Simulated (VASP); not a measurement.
Write the native input for VASP 6.6.1 that does the following.

| Property | Result |
| --- | --- |
| Task | single point |
| Functional | PBE |
| Potentials or basis | VASP PAW PBE potentials, release 64 (Ru_pv, C) |
| Cutoff | 520 eV |
| k mesh | 12 × 12 × 2 |
| Occupations | gaussian, width 0.1 eV |
| Spin | no spin polarisation |
| Dipole correction | no |
| Further INCAR settings | ALGO = Normal; EDIFF = 1e-06; NBANDS = 31 |

The structure of RuC2 lies in POSCAR:

```
RuC2
1.0
    2.4892336216      0.0000000000      0.0000000000
   -1.2446168108      2.1557395523      0.0000000000
    0.0000000000      0.0000000000     17.9521827574
Ru C
2 4
Direct
    0.0000000000      0.0000000000      0.0000000000
    0.0000000000      0.0000000000      0.5000000000
    0.3333333333      0.6666666667      0.2500000000
    0.3333333333      0.6666666667      0.7500000000
    0.6666666667      0.3333333333      0.2500000000
    0.6666666667      0.3333333333      0.7500000000
```

These files were run (other wordings do the same):

INCAR

```
PREC = Accurate
ENCUT = 520
EDIFF = 1E-6
ISMEAR = 0
SIGMA = 0.1
LREAL = F
LASPH = T
NELM = 80
ALGO = Normal
ISIF = 2
LWAVE = F
LCHARG = F
GGA = PE
NBANDS = 31
```

KPOINTS

```
Automatic mesh
0
Gamma
  12 12 2
```

Potentials or basis: VASP PAW PBE potentials, release 64 (Ru_pv, C).

Launch:

```sh
$ cat potpaw_PBE.64/Ru_pv/POTCAR potpaw_PBE.64/C/POTCAR > POTCAR
$ mpirun -np 1 vasp_std > vasp.out
```

It gave:

* Pressure: -0.1 GPa
* Band gap on the k mesh: zero (band 22 reaches 3.87 eV, above the bottom of band 23 at 2.21 eV)

It took 2.2 min on 1 thread of Intel Xeon 6975P-C, with other jobs on the host, peak memory 0.28 GiB.
